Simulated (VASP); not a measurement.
Set up this calculation in VASP 6.6.1, as the native input.

```
Task                   : single point
Functional             : r2SCAN
Potentials or basis    : VASP PAW PBE potentials, release 64 (Mo_sv)
Cutoff                 : 520 eV
k mesh                 : 13 × 13 × 13
Occupations            : fermi-dirac, width 0.05 eV
Spin                   : no spin polarisation
Dipole correction      : no
Further INCAR settings : ALGO = Normal; EDIFF = 1e-06; NBANDS = 13
```

The system is Mo.

```
Mo
1.0
    -1.53029    1.53029    1.53029
     1.53029   -1.53029    1.53029
     1.53029    1.53029   -1.53029
Mo
1
Direct
  0.00000 0.00000 0.00000
```

The input as run:

POSCAR

```
Mo
1.0
   -1.5302858480      1.5302858480      1.5302858480
    1.5302858480     -1.5302858480      1.5302858480
    1.5302858480      1.5302858480     -1.5302858480
Mo
1
Direct
    0.0000000000      0.0000000000      0.0000000000
```

INCAR.step1

```
SYSTEM = Mo
ALGO = Normal ; EDIFF = 1E-4
ENCUT = 520 ; GGA = PE
ISMEAR = -1 ; LASPH = .True.
LCHARG = .False. ; LREAL = .False.
LWAVE = .True. ; NBANDS = 13
NELM = 60 ; PREC = Accurate
SIGMA = 0.05
```

INCAR.step2

```
SYSTEM = Mo
ALGO = Normal ; EDIFF = 1E-6
ENCUT = 520 ; ISIF = 2
ISMEAR = -1 ; ISTART = 1
LASPH = .True. ; LCHARG = .False.
LMIXTAU = .True. ; LREAL = .False.
LWAVE = .False. ; METAGGA = R2SCAN
NBANDS = 13 ; NELM = 60
PREC = Accurate ; SIGMA = 0.05
```

KPOINTS

```
k-points
0
Gamma
  13 13 13
  0 0 0
```

Potentials or basis: VASP PAW PBE potentials, release 64 (Mo_sv).

Command:

```sh
$ cat potpaw_PBE.64/Mo_sv/POTCAR > POTCAR
$ cp INCAR.step1 INCAR
$ mpirun -np 1 vasp_std > vasp.out
$ cp INCAR.step2 INCAR
$ mpirun -np 1 vasp_std > vasp.out
```

Results of the run:

```json
{
  "Pressure": "29.5 GPa",
  "Band gap on the k mesh": "zero (band 7 reaches 18.22 eV, above the bottom of band 8 at 12.40 eV)"
}
```

Caveat: the PAW data sets were made with another functional, which shifts forces and pressure a little.

Wall time 22 s on 1 thread of Intel(R) Xeon(R) 6975P-C (Granite Rapids), with other jobs on the host, peak memory 0.13 GiB.
